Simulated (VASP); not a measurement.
A run of VASP 6.6.1 is set up as follows.

File INCAR:

```
SYSTEM = Sr2C
PREC     = Accurate       ! precision mode
ENCUT    = 520            ! plane-wave cutoff, eV
EDIFF    = 1E-6           ! SCF threshold, eV
ISMEAR   = -1             ! smearing method
SIGMA    = 0.02           ! smearing width, eV
LREAL    = .FALSE.        ! projectors in reciprocal space
LASPH    = .TRUE.         ! aspherical terms in the spheres
NELM     = 80             ! most SCF steps
ALGO     = Normal         ! electronic algorithm
ISIF     = 2              ! what is computed and relaxed
LWAVE    = .FALSE.        ! write WAVECAR
LCHARG   = .TRUE.         ! write CHGCAR
GGA      = PE             ! functional
LELF     = .TRUE.         ! ELF
LVHAR    = .TRUE.       
NBANDS   = 19             ! bands
```

File KPOINTS:

```
regular mesh
0
G
  6 6 6
  0 0 0
```

File POSCAR:

```
Sr2C
1.0
    0.0000000000      3.4034546120      3.4034546120
    3.4034546120      0.0000000000      3.4034546120
    3.4034546120      3.4034546120      0.0000000000
C Sr
1 2
Direct
    0.0000000000      0.0000000000      0.0000000000
    0.2500000000      0.2500000000      0.2500000000
    0.7500000000      0.7500000000      0.7500000000
```

Potentials or basis: VASP PAW PBE potentials, release 64 (C, Sr_sv).

Run with:

```sh
$ cat potpaw_PBE.64/C/POTCAR potpaw_PBE.64/Sr_sv/POTCAR > POTCAR
$ mpirun -np 1 vasp_std > vasp.out
```

Problem. Predict the band gap on the k mesh.

Solution. Zero (band 12 reaches 2.80 eV, above the bottom of band 13 at 2.61 eV).

Problem. What does it give for the pressure?

Solution. -0.7 GPa.
